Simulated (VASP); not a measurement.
A run of VASP 6.6.1:

INCAR

```
PREC = Accurate
ENCUT = 520
EDIFF = 1E-6
ISMEAR = 0
SIGMA = 0.05
LREAL = F
LASPH = T
NELM = 150
ALGO = Normal
ISIF = 2
LWAVE = F
LCHARG = T
ISPIN = 2
MAGMOM = 0.5 0.5 0.5 0.5
LORBIT = 11
LMAXMIX = 4
GGA = PE
LELF = T
LVHAR = T
NBANDS = 34
```

The input KPOINTS:

```
regular mesh
0
Gamma
  1 1 12
```

The input POSCAR:

```
Ag
1.0
   11.8000000000      0.0000000000      0.0000000000
    0.0000000000      9.3000000000      0.0000000000
    0.0000000000      0.0000000000      5.2815190222
Ag
4
Direct
    0.3825085811      0.5000000000      0.0000000000
    0.3825085811      0.5000000000      0.5000000000
    0.6174914189      0.5000000000      0.0000000000
    0.6174914189      0.5000000000      0.5000000000
```

Potentials or basis: VASP PAW PBE potentials, release 64 (Ag).

Command:

```sh
$ cat potpaw_PBE.64/Ag/POTCAR > POTCAR
$ mpirun -np 1 vasp_std > vasp.out
```

Hardware: 1 thread of Intel(R) Xeon(R) Platinum 8488C (Sapphire Rapids) (shared host).

Task: Estimate the wall time of this run.

Result: Run time: 5.2 min on 1 thread of Intel(R) Xeon(R) Platinum 8488C (Sapphire Rapids), on a shared host, peak memory 0.81 GiB. Counts: scf iterations 21, k points 7.
